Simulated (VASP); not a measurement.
Runs of VASP 6.6.1 on GaB3. The structure is that of space group Cmmm (No. 65), or close to it. The cells are those of the table. 

| task | potentials or basis | cell | k mesh | cutoff (eV) | second run | gap on the mesh (eV) | pressure (GPa) | relaxed volume (Å³/atom) | largest force (eV/Å) |
| --- | --- | --- | --- | --- | --- | --- | --- | --- | --- |
| single point | VASP PAW PBE potentials, release 64 (Ga_d, B) | a = 3.982, b = 3.982, c = 2.912 Å, angles 90.0, 90.0, 95.4°, 4 atoms | 6 × 6 × 4 | 520 | - | none | 0.1 | - | 0.04 |
| single point | VASP PAW PBE potentials, release 64 (Ga_d, B) | a = 4.028, b = 4.028, c = 2.894 Å, angles 90.0, 90.0, 95.6°, 4 atoms | 4 × 4 × 6 | 520 | - | none | 0.1 | - | (a) |
| single point | VASP PAW PBE potentials, release 64 (Ga_d, B) | a = 3.997, b = 3.997, c = 2.911 Å, angles 90.0, 90.0, 95.0°, 4 atoms | 12 × 12 × 16 | 520 | - | none | 0.0 | - | 0.02 |
| relaxation of cell and atoms | VASP PAW PBE potentials, release 64 (Ga_d, B) | relaxed from a = 3.982, b = 3.982, c = 2.912 Å, angles 90.0, 90.0, 95.4°, 4 atoms | 4 × 4 × 6 | 600 | - | none | 0.3 | (c) | 0.02 |
| single point | VASP PAW PBE potentials, release 64 (Ga_d, B) | a = 3.153, b = 3.153, c = 5.020 Å, angles 90.0, 90.0, 116.5°, 4 atoms | 6 × 6 × 4 | 520 | - | none | 51.5 | - | (b) |
| relaxation of cell and atoms | VASP PAW PBE potentials, release 64 (Ga_d, B_h) | relaxed from a = 3.153, b = 3.153, c = 5.020 Å, angles 90.0, 90.0, 116.5°, 4 atoms | 6 × 6 × 4 | 910 | hard_potentials | none | -0.1 | 11.09 | 0.03 |
| relaxation of cell and atoms | VASP PAW PBE potentials, release 64 (Ga_d, B) | relaxed from a = 3.153, b = 3.153, c = 5.020 Å, angles 90.0, 90.0, 116.5°, 4 atoms | 6 × 6 × 4 | 600 | - | none | -0.2 | 11.30 | 0.03 |

Alike in all rows: level PBE; no spin polarisation; smearing gaussian 0.1 eV.

**Question.** Estimate the missing entries.

**Answer.** (a) 0.01; (b) 7.14; (c) 11.60.

Caveats: some runs use coarse meshes; forces of over 1 eV/Å act on the atoms, so gaps and moduli don't describe the material at rest (some runs).

A k mesh can miss the band edges, and the runs leave out spin-orbit coupling on Ga.

A gap of «none» marks levels without a gap at the run's occupations.
